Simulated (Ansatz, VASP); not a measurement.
One calculation of Sn, two programs

File INCAR:

```
PREC = Accurate ; ENCUT = 520
EDIFF = 1E-7 ; ISMEAR = -1
SIGMA = 0.1 ; LREAL = F
LASPH = T ; NELM = 100
ALGO = Normal ; ISIF = 2
LWAVE = F ; LCHARG = F
GGA = RP ; NBANDS = 28
```

File KPOINTS:

```
regular mesh
0
Gamma
  8 8 11
```

The input POSCAR:

```
Sn
1.0
    5.3912305764      0.0000000000      0.0000000000
   -2.6956152882      4.6689426368      0.0000000000
    0.0000000000      0.0000000000      3.2865413560
Sn
3
Direct
    1.0000000000      0.0000000000      0.0000000000
    0.3333333333      0.6666666667      0.5000000000
    0.6666666667      0.3333333333      0.5000000000
```

Input for Ansatz:

```yaml
crystal:
  lattice:
    - [5.3912305764, 0.0, 0.0]
    - [-2.6956152882, 4.6689426368, 0.0]
    - [0.0, 0.0, 3.286541356]
  atoms:
    - { symbol: Sn, position: [1.0, 0.0, 0.0] }
    - { symbol: Sn, position: [0.3333333333, 0.6666666667, 0.5] }
    - { symbol: Sn, position: [0.6666666667, 0.3333333333, 0.5] }
hamiltonian:
  xc: rpbe
  pseudopotentials:
    kind: paw
    azcp:
      Sn: "pseudopotentials/Sn.paw.azcp"
basis:
  ecutwfc: 420
  fft_grid_basis: typed
kpoints:
  mp_grid: { grid: [8, 8, 11], shift: [0, 0, 0] }
magnetization:
  spin_polarized: false
scf:
  occupations: { method: fermi_dirac, width: 0.1 }
  lower_state_search: "off"
output:
  stress: true
```

Alike in both runs: task single point; functional RPBE; k mesh 8 × 8 × 11; occupations fermi-dirac, width 0.1 eV; no spin polarisation.

```csv
,VASP,Ansatz
version,VASP 6.6.1,Ansatz 0.2.0
potentials or method,"VASP PAW PBE potentials, release 64 (Sn_d), cutoff 520 eV","plane waves (420 eV) with PAW, scalar-relativistic"
valence electrons in the cell,42,42
```

Ansatz gave:

```
pressure (GPa)                                                : 2.3
traceless stress, the component that is largest in VASP (GPa) : -1.81
```

**Question.** What did VASP give for the same quantities?

**Answer.** Pressure (GPa): 2.2; traceless stress, the component that is largest in VASP (GPa): -1.81.

VASP's potentials were made for PBE, not for RPBE. With one functional, cell and mesh, what is left measures potentials, basis and numerics.
